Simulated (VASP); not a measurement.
Runs of VASP 6.6.1 on Ba8Zn3O11. The cell holds an amorphous packing of atoms, 22 atoms: a = 7.537 Å, b = 7.670 Å, c = 7.304 Å, α = 94.70°, β = 87.83°, γ = 90.66°. 

```csv
smearing,gap on the mesh (eV),pressure (GPa),largest force (eV/Å)
fermi-dirac 0.293 eV,1.13,(a),3.93
fermi-dirac 0.2111 eV,1.32,(c),6.16
fermi-dirac 0.05 eV,(b),7.6,1.54
fermi-dirac 0.1172 eV,1.20,7.4,4.48
```

Alike in all rows: task single point; level PBE; potentials or basis VASP PAW PBE potentials, release 64 (Ba_sv, O, Zn); no spin polarisation; cell as given; k mesh 1 × 1 × 1; cutoff (eV) 520.

**Question.** Fill in the values left out.

**Answer.** (a) 14.8; (b) 2.16; (c) 9.4.

Caveats: all runs use coarse meshes; spin-orbit coupling is left out, which moves the levels of the heavy elements.

A k mesh can miss the band edges, and the runs leave out spin-orbit coupling on Ba.
